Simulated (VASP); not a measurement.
# Si (Im-3m) in VASP: further runs, part 2 of 2

VASP 6.6.1.

## Step 3: Relaxation of cell and atoms, r2SCAN, target pressure 30 GPa, at which the enthalpy is minimised

The input, POSCAR:

```
Si
1.0
   -1.5650000000      1.5650000000      1.5650000000
    1.5650000000     -1.5650000000      1.5650000000
    1.5650000000      1.5650000000     -1.5650000000
Si
1
Direct
    0.0000000000      0.0000000000      0.0000000000
```

The input, INCAR.step1:

```
PREC = Accurate ; ENCUT = 550
ISMEAR = 1 ; SIGMA = 0.05
LREAL = False ; LASPH = True
NELM = 120 ; GGA = PE
ALGO = Normal ; EDIFF = 1E-5
LWAVE = True ; LCHARG = False
GGA_COMPAT = False ; IBRION = 2
ISIF = 3 ; EDIFFG = -0.005
NELMIN = 4 ; NSW = 100
```

The input, INCAR.step2:

```
PREC = Accurate ; ENCUT = 550
EDIFF = 1E-7 ; ISMEAR = 1
SIGMA = 0.05 ; LREAL = False
LASPH = True ; NELM = 120
ALGO = Normal ; ISIF = 3
LWAVE = False ; LCHARG = False
METAGGA = R2SCAN ; LMIXTAU = True
IBRION = 2 ; NSW = 60
EDIFFG = -0.01 ; PSTRESS = 300.0
ISTART = 1 ; GGA_COMPAT = False
NELMIN = 4
```

The input, KPOINTS:

```
Automatic mesh
0
Gamma
  10 10 10
```

Potentials or basis: VASP PAW PBE potentials, release 64 (Si).

On the command line:

```console
cat potpaw_PBE.64/Si/POTCAR > POTCAR
cp INCAR.step1 INCAR
mpirun -np 1 vasp_std > vasp.out
cp INCAR.step2 INCAR
mpirun -np 1 vasp_std > vasp.out
```

OUTCAR:

```text
PREC = Accurate
   ENCUT = 550
   EDIFF = 1E-7
   ISMEAR = 1
   LREAL = False
   LASPH = True
   NELM = 120
   ISIF = 3
   METAGGA = R2SCAN
   IBRION = 2
   NSW = 60
   EDIFFG = -0.01
   PSTRESS = 300.0
   ISTART = 1
   NELMIN = 4

 ion  position               nearest neighbor table
   1  0.000  0.000  0.000-

  LATTYP: Found a body centered cubic cell.
 ALAT       =     3.1300000000

  Lattice vectors:

 A1 = (  -1.5650000000,   1.5650000000,   1.5650000000)
 A2 = (   1.5650000000,  -1.5650000000,   1.5650000000)
 A3 = (   1.5650000000,   1.5650000000,  -1.5650000000)

Analysis of symmetry for initial positions (statically):
=====================================================================
 Subroutine PRICEL returns:
 Original cell was already a primitive cell.

 Routine SETGRP: Setting up the symmetry group for a
 body centered cubic supercell.

 Subroutine GETGRP returns: Found 48 space group operations
 (whereof 48 operations were pure point group operations)
 out of a pool of 48 trial point group operations.

The static configuration has the point symmetry O_h .

Analysis of symmetry for dynamics (positions and initial velocities):
=====================================================================
 Subroutine PRICEL returns:
 Original cell was already a primitive cell.

 Routine SETGRP: Setting up the symmetry group for a
 body centered cubic supercell.

 Subroutine GETGRP returns: Found 48 space group operations
 (whereof 48 operations were pure point group operations)
 out of a pool of 48 trial point group operations.

The dynamic configuration has the point symmetry O_h .

 Subroutine INISYM returns: Found 48 space group operations
 (whereof 48 operations are pure point group operations),
 and found     1 'primitive' translations

----------------------------------------------------------------------------------------

                                     Primitive cell

  volume of cell :      15.3321

[... 85 lines left out ...]
   NELM   =    120;   NELMIN=  4; NELMDL=  0     # of ELM steps
   EDIFF  = 0.1E-06   stopping-criterion for ELM
   LREAL  =      F    real-space projection
   EDIFFG = -.1E-01   stopping-criterion for IOM
   NSW    =     60    number of steps for IOM
   IBRION =      2    ionic relax: 0-MD 1-quasi-New 2-CG
   NFREE  =      1    steps in history (QN), initial steepest desc. (CG)
   ISIF   =      3    stress and relaxation
   ISYM   =      2    0-nonsym 1-usesym 2-fastsym
   POTIM  = 0.5000    time-step for ionic-motion
   TEBEG  =    0.0;   TEEND  =   0.0 temperature during run
   PSTRESS=  300.0 pullay stress
   NELECT =       4.0000    total number of electrons
   NUPDOWN=      -1.0000    fix difference up-down
   EMIN   =  10.00;   EMAX   =-10.00  energy-range for DOS
   EFERMI =   0.00;   METHOD = LEGACY
   ISMEAR =     1;   SIGMA  =   0.05  broadening in eV -4-tet -1-fermi 0-gaus
   EFERMI_NEDOS =   21; number of points for ismear=-14 and -15
   IALGO  =     38    algorithm
   IMIX   =      4    mixing-type and parameters
     AMIX     =   0.40;   BMIX     =  1.00
     AMIX_MAG =   1.60;   BMIX_MAG =  1.00
  volume/ion in A,a.u.               =      15.33       103.47
  Fermi-wavevector in a.u.,A,eV,Ry     =   1.046069  1.976784 14.888327  1.094261
  Thomas-Fermi vector in A             =   2.180892
   LORBIT       =      0    0 simple, 1 ext, 2 COOP (PROOUT), +10 PAW based schemes
   METAGGA = R2SCAN    functional components
   LHFCALC =     F    Hartree Fock is set to
   AEXX    =    0.0000 exact exchange contribution
   IVDW    =     0    specifies the selected vdW correction
   LEPSILON=     F    determine dielectric tensor
   LRPA    =     F    only Hartree local field effects (RPA)
 conjugate gradient relaxation of ions
 non-spin polarized calculation
 Methfessel and Paxton  Order N= 1 SIGMA  =   0.05
  energy-cutoff  :      550.00
  volume of cell :       15.33
 maximum number of plane-waves:       466
 NGX is ok and might be reduce to    24
   NGX = 11   NGY = 11   NGZ = 11

--------------------------------------- Ionic step        1  -------------------------------------------

 number of electron       4.0000000 magnetization

 Free energy of the ion-electron system (eV)
  ---------------------------------------------------
  ext. energy  EPLUGINS =         0.00000000
  ---------------------------------------------------
  free energy    TOTEN  =        -8.00039157 eV

  energy without entropy =       -8.00010160  energy(sigma->0) =       -8.00029492

 E-fermi :   9.2986     XC(G=0): -11.7405

 val. band max:        9.2843483411   @ k =   0.4000   0.2000   0.0000
 cond. band min:       9.3139629662   @ k =  -0.3000   0.4000   0.2000
 fundamental gap:      0.0296146251
 Fermi energy:         9.2986063355

 k-point     1 :       0.0000    0.0000    0.0000
  band No.  band energies     occupation
      1      -5.3609      2.00000
      2      20.9248      0.00000
      3      20.9248      0.00000
      4      20.9248      0.00000
      5      22.4095      0.00000
      6      22.4095      0.00000
[... 428 lines left out ...]
--------------------------------------- Ionic step        7  -------------------------------------------

 number of electron       4.0000000 magnetization

 Free energy of the ion-electron system (eV)
  ---------------------------------------------------
  ext. energy  EPLUGINS =         0.00000000
  ---------------------------------------------------
  free energy    TOTEN  =        -7.82805290 eV

  energy without entropy =       -7.82741346  energy(sigma->0) =       -7.82783975

 E-fermi :  13.2732     XC(G=0): -12.9795

 val. band max:       13.2712594731   @ k =   0.2000   0.2000   0.1000
 cond. band min:      13.2748410554   @ k =   0.4000   0.2000   0.0000
 fundamental gap:      0.0035815822
 Fermi energy:        13.2732408736

 k-point     1 :       0.0000    0.0000    0.0000
  band No.  band energies     occupation
      1      -4.2673      2.00000
      2      27.7263      0.00000
      3      27.7263      0.00000
      4      27.7263      0.00000
      5      29.1845      0.00000
      6      29.1845      0.00000
[... 239 lines left out ...]
  energy  without entropy=       -7.8274134594  energy(sigma->0) =       -7.82783975

  enthalpy is  TOTEN    =        -5.6572772440 eV   P V=        2.1707756583

 reached required accuracy - stopping structural energy minimisation
```

OSZICAR.step1:

```text
N       E                     dE             d eps       ncg     rms          rms(c)
DAV:   1    -0.179343378896E+01   -0.17934E+01   -0.18296E+03   600   0.538E+02
DAV:   2    -0.487022645783E+01   -0.30768E+01   -0.27448E+01   810   0.398E+01
DAV:   3    -0.490479146277E+01   -0.34565E-01   -0.34560E-01   732   0.417E+00
DAV:   4    -0.490485904212E+01   -0.67579E-04   -0.67579E-04   816   0.189E-01
DAV:   5    -0.490485916436E+01   -0.12224E-06   -0.12220E-06   708   0.446E-03    0.235E+00
DAV:   6    -0.489446000686E+01    0.10399E-01   -0.40056E-03   624   0.370E-01    0.130E+00
DAV:   7    -0.488889232859E+01    0.55677E-02   -0.76232E-03   624   0.508E-01    0.118E-01
DAV:   8    -0.488888418091E+01    0.81477E-05   -0.53364E-05   828   0.712E-02
   1 F= -.48888842E+01 E0= -.48886129E+01  d E =-.488888E+01
       N       E                     dE             d eps       ncg     rms          rms(c)
DAV:   1    -0.490471395415E+01   -0.15822E-01   -0.28892E-01   642   0.298E+00    0.515E-01
DAV:   2    -0.490127400912E+01    0.34399E-02   -0.18795E-03   636   0.445E-01    0.285E-01
DAV:   3    -0.489927306489E+01    0.20009E-02   -0.22285E-03   594   0.273E-01    0.977E-02
DAV:   4    -0.489927246809E+01    0.59679E-06   -0.53931E-06   642   0.275E-02
   2 F= -.48992725E+01 E0= -.48992836E+01  d E =-.103883E-01
```

It took 99 s on 1 thread of Intel Xeon Platinum 8259CL at 2.50GHz (Skylake/Cascade Lake), shared host; peak memory 0.14 GiB.

What came out:

- Free energy: -7.8281 eV
- Relaxed volume: 11.59 Å³/atom
- Relaxed cell: a = 2.469 Å, b = 2.469 Å, c = 2.469 Å, α = 109.47°, β = 109.47°, γ = 109.47°
- Space group after relaxing (to 0.1 Å): Im-3m (No. 229)
- Energy change on relaxing (the run minimises the enthalpy): +172.3 meV/atom
- Ionic steps: 7
- Pressure after relaxing: 29.9 GPa
- Band gap on the k mesh: zero (bands 2 and 3 overlap by 18.60 eV)

The path:
| step | energy change (eV) | largest force (eV/Å) | pressure (GPa) | volume (Å³) |
| --- | --- | --- | --- | --- |
| 1 | 0.0000 | 0.0000 | -6.74 | 15.33 |
| 2 | 1.4313 | 0.0000 | 132.71 | 8.78 |
| 3 | 0.1352 | 0.0000 | 26.03 | 11.81 |
| 4 | 0.1633 | 0.0000 | 28.86 | 11.64 |
| 5 | 0.1757 | 0.0000 | 30.35 | 11.58 |
| 6 | 0.1685 | 0.0000 | 29.60 | 11.61 |
| 7 | 0.1723 | 0.0000 | 29.94 | 11.59 |

Final structure:
```
Si
1.0
    -1.42577    1.42577    1.42577
     1.42577   -1.42577    1.42577
     1.42577    1.42577   -1.42577
Si
1
Direct
  0.00000 0.00000 0.00000
```

Caveat: the cell is relaxed towards a set pressure, so the run minimises the enthalpy, not the energy; the volume moved by over 15 % at a fixed basis, so the end points are rough; the PAW data sets were made with another functional, which shifts forces and pressure a little.
